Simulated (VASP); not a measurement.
# Na (I4/mmm) in VASP: a series of runs, part 2 of 2

VASP 6.6.1.

### Step 4. Single point, PBEsol

This run uses another cell than the first one, of 38.13 Å³/atom.

The input, INCAR:

```
ALGO = Fast ; EDIFF = 1E-6
ENCUT = 520 ; GGA = PS
ISIF = 2 ; ISMEAR = 0
LASPH = T ; LCHARG = T
LELF = T ; LREAL = F
LVHAR = T ; LWAVE = F
NBANDS = 14 ; NELM = 100
PREC = Accurate ; SIGMA = 0.15
```

The input, KPOINTS:

```
k-points
0
Gamma
  12 12 10
```

The input, POSCAR:

```
Na
1.0
    0.0000000000     -3.7893872139      0.0000000000
   -3.7893872139      0.0000000000      0.0000000000
    0.0000000000      0.0000000000     -5.3114276831
Na
2
Direct
    0.5000000000      0.5000000000      0.5000000000
    0.0000000000      0.0000000000      0.0000000000
```

Potentials or basis: VASP PAW PBE potentials, release 64 (Na_pv).

The run is started by

```sh
$ cat potpaw_PBE.64/Na_pv/POTCAR > POTCAR
$ mpirun -np 1 vasp_std > vasp.out
```

OUTCAR:

```text
EDIFF = 1E-6
   ENCUT = 520
   GGA = PS
   ISIF = 2
   ISMEAR = 0
   LASPH = T
   LREAL = F
   NELM = 100
   PREC = Accurate

 ion  position               nearest neighbor table
   1  0.500  0.500  0.500-
   2  0.000  0.000  0.000-

  LATTYP: Found a simple tetragonal cell.
 ALAT       =     3.7893872139
 C/A-ratio  =     1.4016587335

  Lattice vectors:

 A1 = (   0.0000000000,  -3.7893872139,   0.0000000000)
[... 612 lines left out ...]

 [... further k-points ...]

------------------------ aborting loop because EDIFF is reached ----------------------------------------

  FORCE on cell =-STRESS in cart. coord.  units (eV):
  Direction    XX          YY          ZZ          XY          YZ          ZX
  --------------------------------------------------------------------------------------
  -------------------------------------------------------------------------------------
  Total       -0.1570064     -0.1570064     -0.1860233      0.0000000      0.0000000      0.0000000
  in kB       -3.2982133     -3.2982133     -3.9077682      0.0000000      0.0000000      0.0000000
  external PRESSURE =      -3.5013983 kB  Pullay stress =       0.0000000 kB

 VOLUME and BASIS-vectors are now :
 -----------------------------------------------------------------------------
  energy-cutoff  :      520.00
  volume of cell :       76.27
      direct lattice vectors                 reciprocal lattice vectors
     0.000000000 -3.789387214  0.000000000     0.000000000 -0.263894911  0.000000000
    -3.789387214  0.000000000  0.000000000    -0.263894911  0.000000000  0.000000000
     0.000000000  0.000000000 -5.311427683     0.000000000  0.000000000 -0.188273297

 POSITION                                       TOTAL-FORCE (eV/Angst)
 -----------------------------------------------------------------------------------
     -1.89469     -1.89469     -2.65571         0.000000      0.000000      0.000000
      0.00000      0.00000      0.00000        -0.000000     -0.000000     -0.000000
 -----------------------------------------------------------------------------------
    total drift:                               -0.000000     -0.000000     -0.000000

  FREE ENERGIE OF THE ION-ELECTRON SYSTEM (eV)
  ---------------------------------------------------
  free  energy   TOTEN  =        -2.8019782726 eV

  energy  without entropy=       -2.7907257022  energy(sigma->0) =       -2.79635199
```

OSZICAR:

```text
N       E                     dE             d eps       ncg     rms          rms(c)
DAV:   1     0.100853738541E+03    0.10085E+03   -0.74585E+03  4720   0.934E+02
DAV:   2     0.136671455579E+01   -0.99487E+02   -0.98327E+02  4884   0.275E+02
DAV:   3    -0.274572126409E+01   -0.41124E+01   -0.41080E+01  5940   0.649E+01
DAV:   4    -0.280474513173E+01   -0.59024E-01   -0.59020E-01  5244   0.819E+00
DAV:   5    -0.280614111820E+01   -0.13960E-02   -0.13960E-02  5814   0.130E+00    0.326E-01
RMM:   6    -0.280296391127E+01    0.31772E-02   -0.42114E-03  5975   0.849E-01    0.199E-01
RMM:   7    -0.280202957088E+01    0.93434E-03   -0.38486E-03  6044   0.718E-01    0.650E-02
RMM:   8    -0.280195366858E+01    0.75902E-04   -0.76057E-04  5846   0.508E-01    0.596E-03
RMM:   9    -0.280197280284E+01   -0.19134E-04   -0.19599E-04  6809   0.171E-01    0.550E-03
RMM:  10    -0.280197603027E+01   -0.32274E-05   -0.50024E-05  6389   0.128E-01    0.351E-03
RMM:  11    -0.280197858067E+01   -0.25504E-05   -0.22574E-05  6179   0.575E-02    0.450E-03
RMM:  12    -0.280197793768E+01    0.64299E-06   -0.11125E-05  4854   0.594E-02    0.105E-03
RMM:  13    -0.280197827262E+01   -0.33494E-06   -0.35699E-06  3618   0.238E-02
   1 F= -.28019783E+01 E0= -.27963520E+01  d E =-.112526E-01
```

Wall time 2.6 min (1 thread of Intel Xeon 8259CL, shared host); peak memory 0.26 GiB.

Results:

* Free energy: -2.8020 eV
* Pressure: -0.4 GPa
* Band gap on the k mesh: zero (bands 7 and 8 overlap by 4.77 eV)

Caveat: the PAW data sets were made with another functional, which shifts forces and pressure a little.

### Step 5. Single point, PBEsol

This run uses another cell than the first one, of 39.08 Å³/atom.

The input, INCAR:

```
SYSTEM = Na
ALGO     = Fast           ! electronic algorithm
EDIFF    = 1E-6           ! SCF threshold, eV
ENCUT    = 520            ! plane-wave cutoff, eV
GGA      = PS             ! functional
ISIF     = 2              ! what is computed and relaxed
ISMEAR   = 0              ! smearing method
LASPH    = .TRUE.         ! aspherical terms in the spheres
LCHARG   = .FALSE.        ! write CHGCAR
LREAL    = .FALSE.        ! projectors in reciprocal space
LWAVE    = .FALSE.        ! write WAVECAR
NBANDS   = 14             ! bands
NELM     = 80             ! most SCF steps
PREC     = Accurate       ! precision mode
SIGMA    = 0.15           ! smearing width, eV
```

The input, KPOINTS:

```
k-points
0
G
  12 12 10
  0 0 0
```

The input, POSCAR:

```
Na
1.0
    0.0000000000     -3.8203225084      0.0000000000
   -3.8203225084      0.0000000000      0.0000000000
    0.0000000000      0.0000000000     -5.3547884087
Na
2
Direct
    0.5000000000      0.5000000000      0.5000000000
    0.0000000000      0.0000000000      0.0000000000
```

The run is started by

```sh
$ cat potpaw_PBE.64/Na_pv/POTCAR > POTCAR
$ mpirun -np 1 vasp_std > vasp.out
```

It took 3 min on 1 thread of Intel Xeon 8259CL, shared host; peak memory 0.26 GiB.

It converged, with:

| Item | Value |
| --- | --- |
| Free energy | -2.7971 eV |
| Pressure | -0.5 GPa |
| Band gap on the k mesh | zero (bands 7 and 8 overlap by 4.70 eV) |

Levels at points of the mesh, in eV from the Fermi level:
```
           k point  band 3  band 4  band 5  band 6  band 7  band 8  band 9  band 10  band 11  band 12
(0.00, 0.00, 0.00)  -24.83  -24.82  -24.82  -24.82   -3.17    1.77    2.31     6.07     6.82     6.82
(0.50, 0.00, 0.00)  -24.83  -24.83  -24.83  -24.83   -0.57   -0.57    4.12     4.12     4.97     4.97
(0.50, 0.50, 0.00)  -24.83  -24.83  -24.83  -24.83    1.68    1.68    2.22     2.22     6.14     6.14
(0.00, 0.00, 0.50)  -24.83  -24.83  -24.83  -24.83   -1.83   -1.83    7.37     7.37     7.94     7.94
(0.50, 0.00, 0.50)  -24.83  -24.83  -24.82  -24.82    0.54    0.54    0.92     0.92     9.79     9.79
(0.50, 0.50, 0.50)  -24.84  -24.84  -24.83  -24.83    2.87    2.87    2.87     2.87     3.01     3.01
```

Caveat: the PAW data sets were made with another functional, which shifts forces and pressure a little.

### Step 6. Summary

```tsv
cell	gap on the mesh (eV)	pressure (GPa)
a = 3.696, b = 3.696, c = 5.181 Å, 2 atoms	none	0.2
a = 3.758, b = 3.758, c = 5.268 Å, 2 atoms	none	-0.2
a = 3.789, b = 3.789, c = 5.311 Å, 2 atoms	none	-0.4
a = 3.820, b = 3.820, c = 5.355 Å, 2 atoms	none	-0.5
```

Alike in all rows: task single point; level PBEsol; potentials or basis VASP PAW PBE potentials, release 64 (Na_pv); no spin polarisation; k mesh 12 × 12 × 10; cutoff (eV) 520; smearing gaussian 0.15 eV.

Caveats: the PAW data sets were made with another functional, which shifts forces and pressure a little.

Absolute energies hang on the potentials; compare differences alone.
